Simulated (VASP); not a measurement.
# LiSi4 (Cmmm) in VASP: further runs

LiSi4 is run at these levels: PBE; tasks: single point, relaxation of cell and atoms.

Everything below comes from runs of VASP 6.6.1. Logs are shortened: lines on timing, memory, paths and dates and some standing lists are left out, and cuts for length are marked.

## Step 1: The cell of the first run

It takes space group Cmmm (No. 65, orthorhombic). The conventional cell has a = 3.457 Å, b = 11.333 Å, c = 3.596 Å, α = 90.00°, β = 90.00°, γ = 90.00°. Within 3.6 Å of Li (site symmetry mmm) lie 14 Si at 2.71 to 3.46 Å and 4 Li at 3.46 to 3.60 Å. Within 2.8 Å of Si (site symmetry m2m) lie 3 Si at 2.13 Å and 4 Li at 2.71 Å. Within 2.8 Å of Si (site symmetry m2m) lie 4 Si at 2.13 Å.

## Step 2: Single point, PBE

The input, INCAR:

```
PREC = Accurate
ENCUT = 520
EDIFF = 1E-7
ISMEAR = 0
SIGMA = 0.1
LREAL = F
LASPH = T
NELM = 80
ALGO = Normal
ISIF = 2
LWAVE = F
LCHARG = T
GGA = PE
LELF = T
LVHAR = T
NBANDS = 18
```

The input, KPOINTS:

```
Automatic mesh
0
Gamma
  6 6 6
```

The input, POSCAR:

```
LiSi4
1.0
    1.7285443900     -5.6664892300      0.0000000000
    1.7285443900      5.6664892300      0.0000000000
    0.0000000000      0.0000000000      3.5958592300
Li Si
1 4
Direct
    0.5000000000      0.5000000000      0.0000000000
    0.0940261200      0.9059738800      0.5000000000
    0.9059738800      0.0940261200      0.5000000000
    0.1949989000      0.8050011000      0.0000000000
    0.8050011000      0.1949989000      0.0000000000
```

Potentials or basis: VASP PAW PBE potentials, release 64 (Li_sv, Si).

Command:

```bash
> cat potpaw_PBE.64/Li_sv/POTCAR potpaw_PBE.64/Si/POTCAR > POTCAR
> mpirun -np 1 vasp_std > vasp.out
```

OUTCAR:

```text
PREC = Accurate
   ENCUT = 520
   EDIFF = 1E-7
   ISMEAR = 0
   LREAL = F
   LASPH = T
   NELM = 80
   ISIF = 2
   GGA = PE

 ion  position               nearest neighbor table
   1  0.500  0.500  0.000-   2 2.71   2 2.71   3 2.71   3 2.71   2 2.71   2 2.71   3 2.71   3 2.71
                             4 2.81   5 2.81   5 2.81   4 2.81
   2  0.094  0.906  0.500-   3 2.13   4 2.13   4 2.13   1 2.71   1 2.71   1 2.71   1 2.71
   3  0.906  0.094  0.500-   2 2.13   5 2.13   5 2.13   1 2.71   1 2.71   1 2.71   1 2.71
   4  0.195  0.805  0.000-   5 2.13   5 2.13   2 2.13   2 2.13   1 2.81   1 2.81
   5  0.805  0.195  0.000-   4 2.13   4 2.13   3 2.13   3 2.13   1 2.81   1 2.81

  LATTYP: Found a base centered orthorhombic cell.
 ALAT       =     3.4570887800
 B/A-ratio  =     3.2781855432
 C/A-ratio  =     1.0401408407

  Lattice vectors:

 A1 = (   1.7285443900,  -5.6664892300,   0.0000000000)
 A2 = (   1.7285443900,   5.6664892300,   0.0000000000)
 A3 = (   0.0000000000,   0.0000000000,   3.5958592300)

Analysis of symmetry for initial positions (statically):
=====================================================================
 Subroutine PRICEL returns:
 Original cell was already a primitive cell.

 Routine SETGRP: Setting up the symmetry group for a
 base centered orthorhombic supercell.

 Subroutine GETGRP returns: Found  8 space group operations
 (whereof  8 operations were pure point group operations)
 out of a pool of  8 trial point group operations.

The static configuration has the point symmetry D_2h.

Analysis of symmetry for dynamics (positions and initial velocities):
=====================================================================
 Subroutine PRICEL returns:
 Original cell was already a primitive cell.

 Routine SETGRP: Setting up the symmetry group for a
 base centered orthorhombic supercell.

 Subroutine GETGRP returns: Found  8 space group operations
 (whereof  8 operations were pure point group operations)
 out of a pool of  8 trial point group operations.

The dynamic configuration has the point symmetry D_2h.

 Subroutine INISYM returns: Found  8 space group operations
 (whereof  8 operations are pure point group operations),
 and found     1 'primitive' translations

----------------------------------------------------------------------------------------

                                     Primitive cell

  volume of cell :      70.4413

  direct lattice vectors                    reciprocal lattice vectors
     1.728544390 -5.666489230  0.000000000     0.289260723 -0.088238057  0.000000000
     1.728544390  5.666489230  0.000000000     0.289260723  0.088238057  0.000000000
     0.000000000  0.000000000  3.595859230     0.000000000  0.000000000  0.278097650

  length of vectors
     5.924269229  5.924269229  3.595859230     0.302419775  0.302419775  0.278097650

  position of ions in fractional coordinates (direct lattice)
     0.500000000  0.500000000  0.000000000
     0.094026120  0.905973880  0.500000000
     0.905973880  0.094026120  0.500000000
     0.194998900  0.805001100  0.000000000
     0.805001100  0.194998900  0.000000000

  ion indices of the primitive-cell ions
   primitive index   ion index
                 1           1
                 2           2
                 3           3
                 4           4
                 5           5

----------------------------------------------------------------------------------------

 KPOINTS: Automatic mesh

Automatic generation of k-mesh.
 Grid dimensions read from file:
 generate k-points for:    6    6    6

 Generating k-lattice:

  Cartesian coordinates                     Fractional coordinates (reciprocal lattice)
     0.048210121 -0.014706343  0.000000000     0.166666667  0.000000000  0.000000000
     0.048210121  0.014706343  0.000000000     0.000000000  0.166666667  0.000000000
     0.000000000  0.000000000  0.046349608     0.000000000  0.000000000  0.166666667

  Length of vectors
     0.050403296  0.050403296  0.046349608

  Shift w.r.t. Gamma in fractional coordinates (k-lattice)
     0.000000000  0.000000000  0.000000000

 Subroutine IBZKPT returns following result:
 ===========================================

 Found     52 irreducible k-points:

 Following reciprocal coordinates:
            Coordinates               Weight
  0.000000  0.000000  0.000000      1.000000
  0.166667 -0.000000  0.000000      4.000000
  0.333333  0.000000  0.000000      4.000000
  0.500000 -0.000000  0.000000      2.000000
  0.166667  0.166667  0.000000      2.000000
  0.333333  0.166667  0.000000      4.000000
[... 16 lines left out ...]
  0.333333  0.333333  0.166667      4.000000
  0.500000  0.333333  0.166667      8.000000
 [... further k-points ...]
   k-points           NKPTS =     52   k-points in BZ     NKDIM =     52   number of bands    NBANDS=     18
   number of dos      NEDOS =    301   number of ions     NIONS =      5
   total plane-waves  NPLWV =  64512
   dimension x,y,z NGX =    48 NGY =   48 NGZ =   28
   dimension x,y,z NGXF=    96 NGYF=   96 NGZF=   56
   ions per type =               1   4
   NGX,Y,Z   is equivalent  to a cutoff of  13.47, 13.47, 12.95 a.u.
   NGXF,Y,Z  is equivalent  to a cutoff of  26.94, 26.94, 25.89 a.u.
 SYSTEM =  unknown system
   PREC   = accura    normal or accurate (medium, high low for compatibility)
   ISTART =      0    job   : 0-new  1-cont  2-samecut
   ICHARG =      2    charge: 1-file 2-atom 10-const
   ISPIN  =      1    spin polarized calculation?
   LNONCOLLINEAR =      F non collinear calculations
   LSORBIT =      F    spin-orbit coupling
   LASPH  =      T    aspherical Exc in radial PAW
   ENCUT  =  520.0 eV  38.22 Ry    6.18 a.u.  11.02 11.02  6.69*2*pi/ulx,y,z
   NELM   =     80;   NELMIN=  2; NELMDL= -5     # of ELM steps
   EDIFF  = 0.1E-06   stopping-criterion for ELM
   LREAL  =      F    real-space projection
   EDIFFG = 0.1E-05   stopping-criterion for IOM
   NSW    =      0    number of steps for IOM
   IBRION =     -1    ionic relax: 0-MD 1-quasi-New 2-CG
   NFREE  =      0    steps in history (QN), initial steepest desc. (CG)
   ISIF   =      2    stress and relaxation
   ISYM   =      2    0-nonsym 1-usesym 2-fastsym
   POTIM  = 0.5000    time-step for ionic-motion
   TEBEG  =    0.0;   TEEND  =   0.0 temperature during run
   PSTRESS=    0.0 pullay stress
   NELECT =      19.0000    total number of electrons
   NUPDOWN=      -1.0000    fix difference up-down
   EMIN   =  10.00;   EMAX   =-10.00  energy-range for DOS
   EFERMI =   0.00;   METHOD = LEGACY
   ISMEAR =     0;   SIGMA  =   0.10  broadening in eV -4-tet -1-fermi 0-gaus
   EFERMI_NEDOS =   21; number of points for ismear=-14 and -15
   IALGO  =     38    algorithm
   IMIX   =      4    mixing-type and parameters
     AMIX     =   0.40;   BMIX     =  1.00
     AMIX_MAG =   1.60;   BMIX_MAG =  1.00
  volume/ion in A,a.u.               =      14.09        95.07
  Fermi-wavevector in a.u.,A,eV,Ry     =   1.057751  1.998860 15.222715  1.118838
  Thomas-Fermi vector in A             =   2.193036
   LORBIT       =      0    0 simple, 1 ext, 2 COOP (PROOUT), +10 PAW based schemes
   GGA     = PE    functional components
   LHFCALC =     F    Hartree Fock is set to
   AEXX    =    0.0000 exact exchange contribution
   IVDW    =     0    specifies the selected vdW correction
   LEPSILON=     F    determine dielectric tensor
   LRPA    =     F    only Hartree local field effects (RPA)
 non-spin polarized calculation
 Gauss-broadening in eV      SIGMA  =   0.10
  energy-cutoff  :      520.00
  volume of cell :       70.44
 maximum number of plane-waves:      1916
 NGX is ok and might be reduce to    48
   NGX = 23   NGY = 23   NGZ = 13

 number of electron      19.0000002 magnetization

 Free energy of the ion-electron system (eV)
  ---------------------------------------------------
  ext. energy  EPLUGINS =         0.00000000
  ---------------------------------------------------
  free energy    TOTEN  =       -20.92604514 eV

  energy without entropy =      -20.91979661  energy(sigma->0) =      -20.92292088

 E-fermi :   8.7733     XC(G=0): -10.4224

 val. band max:        8.7311558329   @ k =  -0.3333   0.3333   0.0000
 cond. band min:       8.7873707856   @ k =   0.3333   0.0000   0.5000
 fundamental gap:      0.0562149527
 Fermi energy:         8.7732751560

 k-point     1 :       0.0000    0.0000    0.0000
  band No.  band energies     occupation
      1     -38.0647      2.00000
      2      -5.4229      2.00000
      3      -1.5599      2.00000
      4      -0.6143      2.00000
      5       4.2664      2.00000
      6       5.6988      2.00000
[... 10 lines left out ...]
     17      15.1037      0.00000
     18      16.8076      0.00000

 k-point     2 :       0.1667   -0.0000    0.0000
  band No.  band energies     occupation
      1     -38.0641      2.00000
      2      -5.1270      2.00000
      3      -1.6975      2.00000
      4      -0.0959      2.00000
      5       3.8267      2.00000
      6       4.5147      2.00000
[... 10 lines left out ...]
     17      14.5642      0.00000
     18      14.8658      0.00000

 k-point     3 :       0.3333    0.0000    0.0000
  band No.  band energies     occupation
      1     -38.0631      2.00000
      2      -4.2967      2.00000
      3      -1.9261      2.00000
      4       0.5520      2.00000
      5       2.0736      2.00000
      6       4.3957      2.00000
[... 10 lines left out ...]
     17      14.4574      0.00000
     18      15.9482      0.00000

 k-point     4 :       0.5000   -0.0000    0.0000
  band No.  band energies     occupation
      1     -38.0626      2.00000
      2      -3.4667      2.00000
      3      -2.4313      2.00000
      4       0.3501      2.00000
      5       1.9304      2.00000
      6       4.5807      2.00000
[... 375 lines left out ...]
      4       0.3356      2.00000
      5       2.9940      2.00000
      6       4.7608      2.00000
[... 10 lines left out ...]
     17      14.9897      0.00000
     18      15.4917      0.00000

 k-point    23 :       0.3333    0.3333    0.1667
  band No.  band energies     occupation
      1     -38.0629      2.00000
      2      -3.4525      2.00000
      3      -2.8846      2.00000
      4       1.3556      2.00000
      5       3.0268      2.00000
      6       3.7588      2.00000
[... 10 lines left out ...]
     17      14.5564      0.00000
     18      16.1109      0.00000

 k-point    24 :       0.5000    0.3333    0.1667
  band No.  band energies     occupation
      1     -38.0639      2.00000
      2      -4.3937      2.00000
      3      -3.0633      2.00000
      4       2.2486      2.00000
      5       3.1604      2.00000
      6       3.9873      2.00000
[... 10 lines left out ...]
     17      15.0067      0.00000
     18      15.5748      0.00000

 [... further k-points ...]

------------------------ aborting loop because EDIFF is reached ----------------------------------------

  FORCE on cell =-STRESS in cart. coord.  units (eV):
  Direction    XX          YY          ZZ          XY          YZ          ZX
  --------------------------------------------------------------------------------------
  -------------------------------------------------------------------------------------
  Total       10.7750814     19.4028557     18.7017832      0.0000000      0.0000000      0.0000000
  in kB      245.0777353    441.3152705    425.3694713      0.0000000      0.0000000      0.0000000
  external PRESSURE =     370.5874924 kB  Pullay stress =       0.0000000 kB

 VOLUME and BASIS-vectors are now :
 -----------------------------------------------------------------------------
  energy-cutoff  :      520.00
  volume of cell :       70.44
      direct lattice vectors                 reciprocal lattice vectors
     1.728544390 -5.666489230  0.000000000     0.289260723 -0.088238057  0.000000000
     1.728544390  5.666489230  0.000000000     0.289260723  0.088238057  0.000000000
     0.000000000  0.000000000  3.595859230     0.000000000  0.000000000  0.278097650

 POSITION                                       TOTAL-FORCE (eV/Angst)
 -----------------------------------------------------------------------------------
      1.72854      0.00000      0.00000         0.000000     -0.000000      0.000000
      1.72854      4.60089      1.79793         0.000000      0.671283     -0.000000
      1.72854     -4.60089      1.79793         0.000000     -0.671283      0.000000
      1.72854      3.45657      0.00000         0.000000      0.829042      0.000000
      1.72854     -3.45657      0.00000         0.000000     -0.829042      0.000000
 -----------------------------------------------------------------------------------
    total drift:                                0.000000     -0.000000      0.000000

  FREE ENERGIE OF THE ION-ELECTRON SYSTEM (eV)
  ---------------------------------------------------
  free  energy   TOTEN  =       -20.9260451436 eV

  energy  without entropy=      -20.9197966127  energy(sigma->0) =      -20.92292088
```

It took 79 s on 1 thread of Intel Xeon Platinum 8559C (Emerald Rapids), shared host; peak memory 0.25 GiB.

What came out:

| Item | Value |
| --- | --- |
| Free energy | -20.9260 eV |
| Largest force | 0.829 eV/Å |

Forces in eV/Å, atoms in the order of the input:
```
Li   0.000  0.000  0.000
Si   0.000  0.671  0.000
Si   0.000 -0.671  0.000
Si   0.000  0.829  0.000
Si   0.000 -0.829  0.000
```

Caveat: the cutoff is under 1.25 times the usual one of these potentials, so pressure, stress and relaxed cells hold a basis-set (Pulay) error.

## Step 3: Single point, PBE

This run uses another cell than the first one, of 18.51 Å³/atom, 1.314 times its volume.

The input, INCAR:

```
SYSTEM = LiSi4
  ALGO = Normal
  EDIFF = 1E-6
  ENCUT = 520
  GGA = PE
  ISIF = 2
  ISMEAR = 0
  LASPH = .True.
  LCHARG = .False.
  LREAL = .False.
  LWAVE = .False.
  NBANDS = 18
  NELM = 60
  PREC = Accurate
  SIGMA = 0.1
```

The input, KPOINTS:

```
k-points
0
Gamma
  6 6 6
  0 0 0
```

The input, POSCAR:

```
LiSi4
1.0
    1.8999653790     -6.3759735518      0.0000000000
    1.8999653790      6.3759735518      0.0000000000
    0.0000000000      0.0000000000      3.8192165132
Li Si
1 4
Direct
    0.5000000000      0.5000000000      0.0000000000
    0.0895395403      0.9104604597      0.5000000000
    0.9104604597      0.0895395403      0.5000000000
    0.1935071885      0.8064928115      0.0000000000
    0.8064928115      0.1935071885      0.0000000000
```

Potentials or basis: VASP PAW PBE potentials, release 64 (Li_sv, Si).

Command:

```bash
> cat potpaw_PBE.64/Li_sv/POTCAR potpaw_PBE.64/Si/POTCAR > POTCAR
> mpirun -np 1 vasp_std > vasp.out
```

Run time: 98 s. Hardware: 1 thread of Intel Xeon Platinum 8559C (Emerald Rapids), shared host; peak memory 0.26 GiB.

Results (log left out):

- Free energy: -23.0064 eV
- Largest force: 0.012 eV/Å

Forces on the atoms (eV/Å):
```
Li   0.000  0.000  0.000
Si   0.000  0.002  0.000
Si   0.000 -0.002  0.000
Si   0.000  0.012  0.000
Si   0.000 -0.012  0.000
```

Levels at points of the mesh, in eV from the Fermi level:
```csv
k point,band 6,band 7,band 8,band 9,band 10,band 11,band 12,band 13
"(0.00, 0.00, 0.00)",-2.52,-1.89,-1.41,-1.12,0.10,0.16,1.19,1.35
"(0.50, 0.00, 0.00)",-3.78,-3.28,-2.41,-1.77,-0.47,1.09,1.83,2.36
"(0.50, 0.50, 0.00)",-2.89,-2.82,-2.50,0.44,0.51,0.55,0.76,1.43
"(0.00, 0.00, 0.50)",-5.33,-4.67,-1.71,0.34,1.76,1.92,2.29,2.65
"(0.50, 0.00, 0.50)",-4.82,-4.10,-3.93,-3.52,-0.92,-0.07,0.71,0.86
"(0.50, 0.50, 0.50)",-3.43,-3.05,-1.78,-0.41,-0.16,0.10,2.08,2.73
```

Caveat: the cutoff is under 1.25 times the usual one of these potentials, so pressure, stress and relaxed cells hold a basis-set (Pulay) error.

## Step 4: Relaxation of cell and atoms, PBE

The input, INCAR:

```
ALGO     = Normal         # electronic algorithm
EDIFF    = 1E-7           # SCF threshold, eV
EDIFFG   = -0.04          # ionic threshold
ENCUT    = 600            # plane-wave cutoff, eV
GGA      = PE             # functional
IBRION   = 2              # ionic algorithm
ISIF     = 3              # what is computed and relaxed
ISMEAR   = 0              # smearing method
LASPH    = T              # aspherical terms in the spheres
LCHARG   = F              # write CHGCAR
LREAL    = F              # projectors in reciprocal space
LWAVE    = F              # write WAVECAR
NELM     = 60             # most SCF steps
NSW      = 90             # ionic steps
PREC     = Accurate       # precision mode
SIGMA    = 0.1            # smearing width, eV
```

The input, KPOINTS:

```
k-points
0
Gamma
  6 6 6
```

The input, POSCAR:

```
LiSi4
1.0
    1.7285443900     -5.6664892300      0.0000000000
    1.7285443900      5.6664892300      0.0000000000
    0.0000000000      0.0000000000      3.5958592300
Li Si
1 4
Direct
    0.5000000000      0.5000000000      0.0000000000
    0.0940261200      0.9059738800      0.5000000000
    0.9059738800      0.0940261200      0.5000000000
    0.1949989000      0.8050011000      0.0000000000
    0.8050011000      0.1949989000      0.0000000000
```

Command:

```bash
> cat potpaw_PBE.64/Li_sv/POTCAR potpaw_PBE.64/Si/POTCAR > POTCAR
> mpirun -np 1 vasp_std > vasp.out
```

Run time: 8.2 min. Hardware: 1 thread of Intel Xeon Platinum 8559C (Emerald Rapids), shared host; peak memory 0.27 GiB.

It converged, with:

* Free energy: -23.0015 eV
* Relaxed volume: 18.59 Å³/atom
* Relaxed cell: a = 6.668 Å, b = 6.668 Å, c = 3.814 Å, α = 90.00°, β = 90.00°, γ = 146.76°
* Space group after relaxing (to 0.05 Å): Cmmm (No. 65)
* Energy gained by relaxing: 415.1 meV/atom
* Ionic steps: 13
* Pressure after relaxing: -0.2 GPa
* Largest force after relaxing: 0.020 eV/Å

Forces on the atoms (eV/Å):
```
Li   0.000  0.000  0.000
Si   0.000  0.008  0.000
Si   0.000 -0.008  0.000
Si   0.000  0.020  0.000
Si   0.000 -0.020  0.000
```

Stress tensor (GPa, compression positive):
```
-0.10  0.00  0.00
 0.00 -0.22  0.00
 0.00  0.00 -0.28
```

Step by step:
| step | energy change (eV) | largest force (eV/Å) | pressure (GPa) | volume (Å³) |
| --- | --- | --- | --- | --- |
| 1 | 0.0000 | 0.8294 | 37.05 | 70.44 |
| 2 | -1.3239 | 0.0589 | -9.25 | 108.97 |
| 3 | -2.0190 | 0.4241 | -0.02 | 90.97 |
| 4 | -2.0190 | 0.4387 | 0.38 | 90.52 |
| 5 | -2.0453 | 0.3005 | 0.26 | 91.05 |
| 6 | -2.0456 | 0.3328 | 0.26 | 91.12 |
| 7 | -2.0548 | 0.1410 | 0.06 | 91.64 |
| 8 | -2.0562 | 0.1298 | -0.02 | 91.92 |
| 9 | -2.0641 | 0.1327 | 0.03 | 92.20 |
| 10 | -2.0709 | 0.0603 | 0.11 | 92.99 |
| 11 | -2.0738 | 0.0995 | 0.08 | 92.62 |
| 12 | -2.0745 | 0.0816 | 0.09 | 92.73 |
| 13 | -2.0753 | 0.0201 | -0.20 | 92.94 |

Final structure:
```
Li Si
1.0
     1.90689   -6.38917    0.00000
     1.90689    6.38917    0.00000
     0.00000    0.00000    3.81438
Li Si
1 4
Direct
  0.50000 0.50000 0.00000
  0.08949 0.91051 0.50000
  0.91051 0.08949 0.50000
  0.19370 0.80630 0.00000
  0.80630 0.19370 0.00000
```

Levels at points of the mesh, in eV from the Fermi level:
```
           k point  band 5  band 6  band 7  band 8  band 9  band 10  band 11  band 12  band 13
(0.00, 0.00, 0.00)   -3.36   -2.54   -1.88   -1.37   -1.14     0.13     0.16     1.22     1.39
(0.50, 0.00, 0.00)   -5.80   -3.77   -3.27   -2.37   -1.73    -0.46     1.13     1.85     2.36
(0.50, 0.50, 0.00)   -5.29   -2.84   -2.84   -2.45    0.44     0.49     0.60     0.74     1.45
(0.00, 0.00, 0.50)   -7.05   -5.30   -4.64   -1.72    0.33     1.73     1.90     2.29     2.63
(0.50, 0.00, 0.50)   -7.04   -4.79   -4.09   -3.91   -3.49    -0.89    -0.06     0.70     0.87
(0.50, 0.50, 0.50)   -7.68   -3.42   -3.03   -1.79   -0.41    -0.16     0.09     2.07     2.71
```

Caveat: the cutoff is under 1.25 times the usual one of these potentials, so pressure, stress and relaxed cells hold a basis-set (Pulay) error; the volume moved by over 15 % at a fixed basis, so the end points are rough.

(Continued in part 2 of 2.)
